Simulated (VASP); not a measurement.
# PtS2 (P-3m1) in VASP: notebook

The runs below take PtS2 through relaxation of shape and atoms at fixed volume, single point, with PBE.

Program: VASP 6.6.1. These are calculated values, not measurements. Logs are shortened: lines on timing, memory, paths and dates and some standing lists are left out, and cuts for length are marked.

**1. The cell of the first run**

Symmetry: P-3m1, No. 164, trigonal system. The conventional cell has a = 3.551 Å, b = 3.551 Å, c = 6.387 Å, α = 90.00°, β = 90.00°, γ = 120.00°. Within 3.2 Å of Pt (site symmetry -3m) lie 6 S at 2.39 Å. Within 3.2 Å of S (site symmetry 3m) lie 3 Pt at 2.39 Å and 3 S at 3.19 Å.

**2. Relaxation of shape and atoms at fixed volume, PBE, non-collinear spin, zero start, spin-orbit coupling (23.25 Å³/atom)**

File INCAR:

```
SYSTEM = PtS2
ALGO     = Normal         ! electronic algorithm
EDIFF    = 1E-6           ! SCF threshold, eV
EDIFFG   = -0.01          ! ionic threshold
ENCUT    = 600            ! plane-wave cutoff, eV
GGA      = PE             ! functional
GGA_COMPAT= .False.      
IBRION   = 2              ! ionic algorithm
ISIF     = 4              ! what is computed and relaxed
ISMEAR   = 0              ! smearing method
LASPH    = .True.         ! aspherical terms in the spheres
LCHARG   = .False.        ! write CHGCAR
LMAXMIX  = 4              ! l up to which the mixer works
LORBIT   = 11             ! projections on sites
LORBMOM  = .True.       
LREAL    = .False.        ! projectors in reciprocal space
LSORBIT  = .True.         ! spin-orbit coupling
LWAVE    = .False.        ! write WAVECAR
MAGMOM   = 0 0 0 0 0 0 0 0 0 ! initial moments
NELM     = 150            ! most SCF steps
NSW      = 60             ! ionic steps
PREC     = Accurate       ! precision mode
SIGMA    = 0.05           ! smearing width, eV
```

File KPOINTS:

```
k-points
0
Gamma
  8 8 4
  0 0 0
```

File POSCAR:

```
PtS2
1.0
    3.5510290347      0.0000000000      0.0000000000
   -1.7755145173      3.0752813536      0.0000000000
    0.0000000000      0.0000000000      6.3866871770
Pt S
1 2
Direct
    0.0000000000      0.0000000000      0.0000000000
    0.3333333333      0.6666666667      0.1913716893
    0.6666666667      0.3333333333      0.8086283107
```

Potentials or basis: VASP PAW PBE potentials, release 64 (Pt, S).

Command:

```console
cat potpaw_PBE.64/Pt/POTCAR potpaw_PBE.64/S/POTCAR > POTCAR
mpirun -np 1 vasp_ncl > vasp.out
```

OUTCAR:

```text
SYSTEM = PtS2
   EDIFF = 1E-6
   EDIFFG = -0.01
   ENCUT = 600
   GGA = PE
   IBRION = 2
   ISIF = 4
   ISMEAR = 0
   LASPH = .True.
   LORBIT = 11
   LREAL = .False.
   LSORBIT = .True.
   NELM = 150
   NSW = 60
   PREC = Accurate

 ion  position               nearest neighbor table
   1  0.000  0.000  0.000-   2 2.39   3 2.39   2 2.39   3 2.39   3 2.39   2 2.39
   2  0.333  0.667  0.191-   1 2.39   1 2.39   1 2.39
   3  0.667  0.333  0.809-   1 2.39   1 2.39   1 2.39

  LATTYP: Found a hexagonal cell.
 ALAT       =     3.5510290347
 C/A-ratio  =     1.7985454680

  Lattice vectors:

 A1 = (   3.5510290347,   0.0000000000,   0.0000000000)
 A2 = (  -1.7755145173,   3.0752813536,   0.0000000000)
 A3 = (   0.0000000000,   0.0000000000,   6.3866871770)

Analysis of symmetry for initial positions (statically):
=====================================================================
 Subroutine PRICEL returns:
 Original cell was already a primitive cell.

 Routine SETGRP: Setting up the symmetry group for a
 hexagonal supercell.

 Subroutine GETGRP returns: Found 12 space group operations
 (whereof 12 operations were pure point group operations)
 out of a pool of 24 trial point group operations.

The static configuration has the point symmetry D_3d.

Analysis of symmetry for dynamics (positions and initial velocities):
=====================================================================
 Subroutine PRICEL returns:
 Original cell was already a primitive cell.

 Routine SETGRP: Setting up the symmetry group for a
 hexagonal supercell.

 Subroutine GETGRP returns: Found 12 space group operations
 (whereof 12 operations were pure point group operations)
 out of a pool of 24 trial point group operations.

The dynamic configuration has the point symmetry D_3d.

Analysis of structural, dynamic, and magnetic symmetry:
=====================================================================
 Subroutine PRICEL returns:
 Original cell was already a primitive cell.

 Routine SETGRP: Setting up the symmetry group for a
 hexagonal supercell.

 Subroutine GETGRP returns: Found 12 space group operations
 (whereof 12 operations were pure point group operations)
 out of a pool of 24 trial point group operations.

The overall configuration has the point symmetry D_3d.

 Subroutine INISYM returns: Found 12 space group operations
 (whereof 12 operations are pure point group operations),
 and found     1 'primitive' translations

----------------------------------------------------------------------------------------

                                     Primitive cell

  volume of cell :      69.7453

  direct lattice vectors                    reciprocal lattice vectors
     3.551029035  0.000000000  0.000000000     0.281608511  0.162586750  0.000000000
    -1.775514517  3.075281354  0.000000000     0.000000000  0.325173500  0.000000000
     0.000000000  0.000000000  6.386687177     0.000000000  0.000000000  0.156575698

  length of vectors
     3.551029035  3.551029035  6.386687177     0.325173500  0.325173500  0.156575698

  position of ions in fractional coordinates (direct lattice)
     0.000000000  0.000000000  0.000000000
     0.333333333  0.666666667  0.191371689
     0.666666667  0.333333333  0.808628311

  ion indices of the primitive-cell ions
   primitive index   ion index
                 1           1
                 2           2
                 3           3

----------------------------------------------------------------------------------------

 KPOINTS: k-points

Automatic generation of k-mesh.
 Grid dimensions read from file:
 generate k-points for:    8    8    4

 Generating k-lattice:

[... 104 lines left out ...]

 number of electron      21.9999999 magnetization      -0.0000000      0.0000000     -0.0000000

 Free energy of the ion-electron system (eV)
  ---------------------------------------------------
  ext. energy  EPLUGINS =         0.00000000
  ---------------------------------------------------
  free energy    TOTEN  =       -15.84694436 eV

  energy without entropy =      -15.84694436  energy(sigma->0) =      -15.84694436

------------------------ aborting loop because EDIFF is reached ----------------------------------------

  FORCE on cell =-STRESS in cart. coord.  units (eV):
  Direction    XX          YY          ZZ          XY          YZ          ZX
  --------------------------------------------------------------------------------------
  -------------------------------------------------------------------------------------
  Total        0.9508419      0.9508419      0.6246912      0.0000000      0.0000000      0.0000000
  in kB       21.8425911     21.8425911     14.3503087      0.0000000      0.0000000      0.0000000
  external PRESSURE =      19.3451637 kB  Pullay stress =       0.0000000 kB
[... 182 lines left out ...]
 number of electron      21.9999999 magnetization       0.0000000     -0.0000000      0.0000000

 number of electron      21.9999999 magnetization      -0.0000000     -0.0000000      0.0000000

 Free energy of the ion-electron system (eV)
  ---------------------------------------------------
  ext. energy  EPLUGINS =         0.00000000
  ---------------------------------------------------
  free energy    TOTEN  =       -15.85424886 eV

  energy without entropy =      -15.85424886  energy(sigma->0) =      -15.85424886

 E-fermi :   3.6615     XC(G=0):  -9.0838

 val. band max:        3.4531881615   @ k =   0.1250   0.1250   0.0000
 cond. band min:       4.9046441486   @ k =   0.0000   0.2500   0.2500
 fundamental gap:      1.4514559871
 Fermi energy:         3.6615436287

 k-point     1 :       0.0000    0.0000    0.0000
  band No.  band energies     occupation
      1     -10.7259      1.00000
      2     -10.7259      1.00000
      3      -8.4676      1.00000
      4      -8.4676      1.00000
      5      -2.5424      1.00000
      6      -2.5424      1.00000
[... 781 lines left out ...]
     29      11.0949      0.00000
     30      11.0949      0.00000

 [... further k-points ...]

------------------------ aborting loop because EDIFF is reached ----------------------------------------

  FORCE on cell =-STRESS in cart. coord.  units (eV):
  Direction    XX          YY          ZZ          XY          YZ          ZX
  --------------------------------------------------------------------------------------
  -------------------------------------------------------------------------------------
  Total        0.0124476      0.0124476      0.0199466      0.0000000     -0.0000000     -0.0000000
  in kB        0.2859433      0.2859433      0.4582099      0.0000000     -0.0000000     -0.0000000
  external PRESSURE =       0.3433655 kB  Pullay stress =       0.0000000 kB
[... 18 lines left out ...]
  FREE ENERGIE OF THE ION-ELECTRON SYSTEM (eV)
  ---------------------------------------------------
  free  energy   TOTEN  =       -15.8542488615 eV

  energy  without entropy=      -15.8542488615  energy(sigma->0) =      -15.85424886

 reached required accuracy - stopping structural energy minimisation

 orbital moment (x)

 # of ion     p       d       tot
 ----------------------------------------
  1        -0.000  -0.000  -0.000
  2         0.000   0.000   0.000
  3         0.000   0.000   0.000
 ----------------------------------------
            0.000  -0.000   0.000

 orbital moment (y)

 # of ion     p       d       tot
 ----------------------------------------
  1        -0.000   0.000  -0.000
  2         0.000   0.000   0.000
  3         0.000   0.000   0.000
 ----------------------------------------
            0.000   0.000   0.000

 orbital moment (z)

 # of ion     p       d       tot
 ----------------------------------------
  1         0.000  -0.000  -0.000
  2         0.000   0.000   0.000
  3         0.000   0.000   0.000
 ----------------------------------------
            0.000  -0.000  -0.000

 Spin-Orbit-Coupling matrix elements

 Ion:    1  E_soc:     -0.7745960
 l=   1
     0.0000000    -0.0334284    -0.0353471
    -0.0334284     0.0000000    -0.0334284
    -0.0353471    -0.0334284     0.0000000
 l=   2
     0.0000000    -0.0213558     0.0000000    -0.0213558    -0.0714841
    -0.0213558     0.0000000    -0.0510956    -0.0259953    -0.0213558
     0.0000000    -0.0510956     0.0000000    -0.0510956     0.0000000
    -0.0213558    -0.0259953    -0.0510956     0.0000000    -0.0213558
    -0.0714841    -0.0213558     0.0000000    -0.0213558     0.0000000
 l=   3
     0.0000000     0.0000000     0.0000000     0.0000000     0.0000000     0.0000000     0.0000000
     0.0000000     0.0000000     0.0000000     0.0000000     0.0000000     0.0000000     0.0000000
     0.0000000     0.0000000     0.0000000     0.0000000     0.0000000     0.0000000     0.0000000
     0.0000000     0.0000000     0.0000000     0.0000000     0.0000000     0.0000000     0.0000000
[... 29 lines left out ...]
 l=   2
     0.0000000     0.0000000     0.0000000     0.0000000     0.0000000
     0.0000000     0.0000000     0.0000000     0.0000000     0.0000000
     0.0000000     0.0000000     0.0000000     0.0000000     0.0000000
     0.0000000     0.0000000     0.0000000     0.0000000     0.0000000
     0.0000000     0.0000000     0.0000000     0.0000000     0.0000000
 l=   3
     0.0000000     0.0000000     0.0000000     0.0000000     0.0000000     0.0000000     0.0000000
     0.0000000     0.0000000     0.0000000     0.0000000     0.0000000     0.0000000     0.0000000
     0.0000000     0.0000000     0.0000000     0.0000000     0.0000000     0.0000000     0.0000000
     0.0000000     0.0000000     0.0000000     0.0000000     0.0000000     0.0000000     0.0000000
     0.0000000     0.0000000     0.0000000     0.0000000     0.0000000     0.0000000     0.0000000
     0.0000000     0.0000000     0.0000000     0.0000000     0.0000000     0.0000000     0.0000000
     0.0000000     0.0000000     0.0000000     0.0000000     0.0000000     0.0000000     0.0000000

 total charge

# of ion       s       p       d       tot
------------------------------------------
    1        0.689   0.778   7.935   9.402
    2        1.359   2.275   0.000   3.634
    3        1.359   2.275   0.000   3.634
--------------------------------------------------
tot          3.407   5.328   7.935  16.670

 magnetization (x)

# of ion       s       p       d       tot
------------------------------------------
    1        0.000   0.000   0.000   0.000
    2        0.000   0.000   0.000   0.000
    3        0.000   0.000   0.000   0.000
--------------------------------------------------
tot          0.000   0.000   0.000   0.000

 magnetization (y)

# of ion       s       p       d       tot
------------------------------------------
    1        0.000   0.000   0.000   0.000
    2        0.000   0.000   0.000   0.000
    3        0.000   0.000   0.000   0.000
--------------------------------------------------
tot          0.000   0.000   0.000   0.000

 magnetization (z)

# of ion       s       p       d       tot
------------------------------------------
    1        0.000   0.000   0.000   0.000
    2        0.000   0.000   0.000   0.000
    3        0.000   0.000   0.000   0.000
--------------------------------------------------
tot          0.000   0.000   0.000   0.000
```

It took 5.6 min on 1 thread of Intel Xeon 6975P-C (Granite Rapids), shared host; peak memory 0.44 GiB.

What came out:

- Free energy: -15.8542 eV
- Energy gained by relaxing: 2.4 meV/atom
- Ionic steps: 6
- Pressure after relaxing: 0.0 GPa
- Largest force after relaxing: 0.003 eV/Å
- Net moment: 0.00 μB per cell
- Valence electrons inside the program's atomic spheres: Pt 9.40; S 3.63

Forces on the atoms (eV/Å):
```
Pt   0.000  0.000  0.000
S    0.000  0.000  0.003
S    0.000  0.000 -0.003
```

Step by step:
| step | energy change (eV) | largest force (eV/Å) | pressure (GPa) | volume (Å³) |
| --- | --- | --- | --- | --- |
| 1 | 0.0000 | 0.2500 | 1.93 | 69.75 |
| 2 | -0.0053 | 0.1058 | 1.02 | 69.75 |
| 3 | -0.0068 | 0.0388 | 0.11 | 69.75 |
| 4 | -0.0069 | 0.0267 | 0.18 | 69.75 |
| 5 | -0.0072 | 0.0103 | 0.10 | 69.75 |
| 6 | -0.0073 | 0.0034 | 0.03 | 69.75 |

Final structure:
```yaml
crystal:
  lattice:
    - [3.57189, 0.00000, 0.00000]
    - [-1.78594, 3.09335, 0.00000]
    - [0.00000, 0.00000, 6.31231]
  atoms:
    - { symbol: Pt, position: [0.00000, 0.00000, 0.00000] }
    - { symbol: S, position: [0.33333, 0.66667, 0.19486] }
    - { symbol: S, position: [0.66667, 0.33333, 0.80514] }
```

Moments on the atoms (μB; x, y, z):
```
Pt  0.00 0.00 0.00
S   0.00 0.00 0.00
S   0.00 0.00 0.00
```

Caveat: this functional lacks dispersion, which binds layers or chains, so the pressure and a relaxed spacing across them are unreliable.

**3. Single point, PBE, non-collinear spin, zero start, spin-orbit coupling (22.77 Å³/atom)**

This run uses another cell than the first one, of 22.77 Å³/atom.

File INCAR:

```
PREC = Accurate ; ENCUT = 520
EDIFF = 1E-6 ; ISMEAR = 0
SIGMA = 0.05 ; LREAL = False
LASPH = True ; NELM = 150
ALGO = Normal ; ISIF = 2
LWAVE = False ; LCHARG = False
MAGMOM = 0 0 0 0 0 0 0 0 0 ; LORBIT = 11
LSORBIT = True ; GGA_COMPAT = False
LORBMOM = True ; LMAXMIX = 4
GGA = PE ; NBANDS = 35
```

File KPOINTS:

```
regular mesh
0
Gamma
  8 8 4
```

File POSCAR:

```
PtS2
1.0
    3.5737454687      0.0000000000      0.0000000000
   -1.7868727343      3.0949543626      0.0000000000
    0.0000000000      0.0000000000      6.1770627510
Pt S
1 2
Direct
    0.0000000000      0.0000000000      0.0000000000
    0.3333333333      0.6666666667      0.1992819107
    0.6666666667      0.3333333333      0.8007180893
```

Potentials or basis: VASP PAW PBE potentials, release 64 (Pt, S).

Command:

```console
cat potpaw_PBE.64/Pt/POTCAR potpaw_PBE.64/S/POTCAR > POTCAR
mpirun -np 1 vasp_ncl > vasp.out
```

It took 3.5 min on 1 thread of AMD EPYC 7R13, shared host; peak memory 0.37 GiB.

The run converged. Its results:

```yaml
Free_energy: -15.8528 eV
Pressure: -0.1 GPa
Largest_force: 0.024 eV/Å
Net_moment: 0.00 μB per cell
Valence_electrons_inside_the_program's_atomic_spheres: Pt 9.40; S 3.63
```

Forces on the atoms (eV/Å):
```
Pt   0.000  0.000  0.000
S    0.000  0.000 -0.024
S    0.000  0.000  0.024
```

Stress tensor (GPa, compression positive):
```
-0.17  0.00  0.00
 0.00 -0.17  0.00
 0.00  0.00 -0.07
```

Moments on the atoms (μB; x, y, z):
```
Pt  0.00 0.00 0.00
S   0.00 0.00 0.00
S   0.00 0.00 0.00
```

Caveat: this functional lacks dispersion, which binds layers or chains, so the pressure and a relaxed spacing across them are unreliable.
